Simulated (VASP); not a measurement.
Input of a VASP 6.6.1 run:

INCAR

```
SYSTEM = SiC
  PREC = Accurate
  ENCUT = 520
  EDIFF = 1E-7
  ISMEAR = 0
  SIGMA = 0.05
  LREAL = .FALSE.
  LASPH = .TRUE.
  NELM = 60
  ALGO = Normal
  ISIF = 2
  LWAVE = .FALSE.
  LCHARG = .FALSE.
  GGA = PS
  NBANDS = 26
```

KPOINTS

```
Automatic mesh
0
G
  12 12 4
  0 0 0
```

Contents of POSCAR:

```
SiC
1.0
    3.1499000000      0.0000000000      0.0000000000
   -1.5749500000      2.7278934194      0.0000000000
    0.0000000000      0.0000000000     10.6132000000
Si C
4 4
Direct
    0.6666666667      0.3333333333      0.9378278494
    0.3333333333      0.6666666667      0.4378278494
    0.0000000000      0.0000000000      0.6878973398
    0.0000000000      0.0000000000      0.1878973398
    0.6666666667      0.3333333333      0.7498191768
    0.3333333333      0.6666666667      0.2498191768
    0.0000000000      0.0000000000      0.5004546340
    0.0000000000      0.0000000000      0.0004546340
```

Potentials or basis: VASP PAW PBE potentials, release 64 (Si, C).

Run with:

```console
$ cat potpaw_PBE.64/Si/POTCAR potpaw_PBE.64/C/POTCAR > POTCAR
$ mpirun -np 1 vasp_std > vasp.out
```

Problem. What does it give for the largest force?

Solution. 0.119 eV/Å.

Problem. Estimate the pressure.

Solution. -17.4 GPa.

Problem. Predict the band gap on the k mesh.

Solution. 1.95 eV, indirect (least direct gap 3.13 eV).

Stress tensor (GPa, compression positive):
```
-13.51   0.00   0.00
  0.00 -13.51   0.00
  0.00   0.00 -25.33
```

Caveat: the PAW data sets were made with another functional, which shifts forces and pressure a little. A hybrid or GW would open this gap; PBEsol tends to underestimate it.
